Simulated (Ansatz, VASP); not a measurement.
## NaCl: VASP beside Ansatz

File INCAR:

```
SYSTEM = NaCl
PREC = Accurate ; ENCUT = 520
EDIFF = 1E-7 ; ISMEAR = 0
SIGMA = 0.02 ; LREAL = .FALSE.
LASPH = .TRUE. ; NELM = 60
ALGO = Normal ; ISIF = 2
LWAVE = .FALSE. ; LCHARG = .FALSE.
GGA = PE ; NBANDS = 14
```

File KPOINTS:

```
regular mesh
0
G
  8 8 8
  0 0 0
```

POSCAR

```
NaCl
1.0
    0.0000000000      2.9399789482      2.9399789482
    2.9399789482      0.0000000000      2.9399789482
    2.9399789482      2.9399789482      0.0000000000
Na Cl
1 1
Direct
    0.0000000000      0.0000000000      0.0000000000
    0.5000000000      0.5000000000      0.5000000000
```

Input for Ansatz:

```yaml
crystal:
  lattice:
    - [0.0, 2.9399789482, 2.9399789482]
    - [2.9399789482, 0.0, 2.9399789482]
    - [2.9399789482, 2.9399789482, 0.0]
  atoms:
    - { symbol: Na, position: [0.0, 0.0, 0.0] }
    - { symbol: Cl, position: [0.5, 0.5, 0.5] }
basis:
  ecutwfc: 420
kpoints:
  mp_grid: { grid: [8, 8, 8] }
hamiltonian:
  xc: pbe
scf:
  occupations: { method: gaussian, width: 0.02 }
output:
  forces: true
  stress: true
  eigenvalues: true
```

Alike in both runs: task single point; functional PBE; k mesh 8 × 8 × 8; occupations gaussian, width 0.02 eV; no spin polarisation.

|  | VASP | Ansatz |
| --- | --- | --- |
| version | VASP 6.6.1 | Ansatz 0.2.0 |
| potentials or method | VASP PAW PBE potentials, release 64 (Na_pv, Cl), cutoff 520 eV | scalar-relativistic, plane waves, PAW |
| valence electrons in the cell | 14 | 16 |

```csv
,VASP,Ansatz,Ansatz less VASP
gap on the k mesh at the Fermi level (eV),4.66,4.66,0.000
least direct gap on the mesh (eV),4.66,4.66,0.000
pressure (GPa),-1.8,-1.8,+0.03
```

The functional is the same, so the differences come from potentials, cutoffs and numerics. VASP's potentials hold 14 valence electrons a cell and Ansatz's 16, so a difference there can come from the potentials and not from the codes.
